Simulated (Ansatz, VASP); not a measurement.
## Two plane-wave programs on SrCl2

INCAR

```
  PREC = Accurate
  ENCUT = 520
  EDIFF = 1E-6
  ISMEAR = 0
  SIGMA = 0.05
  LREAL = False
  LASPH = True
  NELM = 60
  ALGO = Normal
  ISIF = 2
  LWAVE = False
  LCHARG = False
  GGA = PE
  NBANDS = 19
```

The input KPOINTS:

```
Automatic mesh
0
Gamma
  6 6 6
```

The input POSCAR:

```
SrCl2
1.0
    0.0000000000      3.5373798372      3.5946853906
    3.5373798372      0.0000000000      3.5946853906
    3.5373798372      3.5373798372      0.0000000000
Sr Cl
1 2
Direct
    0.0000000000      0.0000000000      0.0000000000
    0.2500000000      0.2500000000      0.2500000000
    0.7500000000      0.7500000000      0.7500000000
```

Input for Ansatz:

```yaml
crystal:
  lattice:
    - [0.0, 3.5373798372, 3.5946853906]
    - [3.5373798372, 0.0, 3.5946853906]
    - [3.5373798372, 3.5373798372, 0.0]
  atoms:
    - { symbol: Sr, position: [0.0, 0.0, 0.0] }
    - { symbol: Cl, position: [0.25, 0.25, 0.25] }
    - { symbol: Cl, position: [0.75, 0.75, 0.75] }
basis:
  ecutwfc: 420
kpoints:
  mp_grid: { grid: [6, 6, 6] }
hamiltonian:
  xc: pbe
scf:
  occupations: { method: gaussian, width: 0.05 }
output:
  forces: true
  stress: true
  eigenvalues: true
```

Alike in both runs: task single point; functional PBE; k mesh 6 × 6 × 6; occupations gaussian, width 0.05 eV; no spin polarisation.

|  | VASP | Ansatz |
| --- | --- | --- |
| version | VASP 6.6.1 | Ansatz 0.2.0 |
| potentials or method | VASP PAW PBE potentials, release 64 (Sr_sv, Cl), cutoff 520 eV | scalar-relativistic, plane waves, PAW |
| valence electrons in the cell | 24 | 24 |

Ansatz gave:

```
gap on the k mesh at the Fermi level (eV)                     : 5.08
least direct gap on the mesh (eV)                             : 5.39
pressure (GPa)                                                : -1.0
traceless stress, the component that is largest in VASP (GPa) : -0.51
```

Question: Which values does VASP return?

Answer: gap on the k mesh at the Fermi level (eV): 5.08; least direct gap on the mesh (eV): 5.39; pressure (GPa): -0.9; traceless stress, the component that is largest in VASP (GPa): -0.50.
